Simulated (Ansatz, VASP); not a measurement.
# ScAl3As4 in VASP and in Ansatz

```
Sc Al As
1.0
     4.01220   -0.00122   -0.00273
    -2.00718    3.47438    0.00250
    -0.00939    0.00399   13.38933
Sc Al As
1 3 4
Direct
  0.00079 0.99860 0.08557
  0.99912 0.00123 0.31807
  0.66641 0.33372 0.56523
  0.33444 0.66599 0.81205
  0.66578 0.33442 0.23912
  0.99942 0.00061 0.50114
  0.66743 0.33290 0.74803
  0.33327 0.66587 0.99380
```

Change from the starting cell: cell x1, atoms moved at random (sigma 0.15 Å) and cell strained at random (1.5 %), then relaxed without symmetry.

Alike in both runs: functional PBE; k mesh 6 × 6 × 1; occupations gaussian, width 0.1 eV; no spin polarisation.

Ansatz relaxed the structure, and its values are those at the end. VASP's run is a single point on that final structure, the one shown.

|  | VASP | Ansatz |
| --- | --- | --- |
| version | VASP 6.6.1 | Ansatz 0.2.0 |
| potentials or method | VASP PAW PBE potentials, release 64 (Sc_sv, Al, As), cutoff 520 eV | scalar-relativistic, plane waves, PAW |
| valence electrons in the cell | 40 | 80 |

VASP gave:

```
gap on the k mesh at the Fermi level (eV) : 0.83
least direct gap on the mesh (eV)         : 0.96
pressure (GPa)                            : 0.2
rms of the force components (eV/Å)        : 0.008
```

Task: Estimate Ansatz's values.

Result: gap on the k mesh at the Fermi level (eV): 0.84; least direct gap on the mesh (eV): 0.96; pressure (GPa): 0.0; rms of the force components (eV/Å): 0.003.

The functional is the same, so the differences come from potentials, cutoffs and numerics. VASP's potentials hold 40 valence electrons a cell and Ansatz's 80, so a difference there can come from the potentials and not from the codes.

The k mesh is coarse, so the values compare programs but aren't converged.
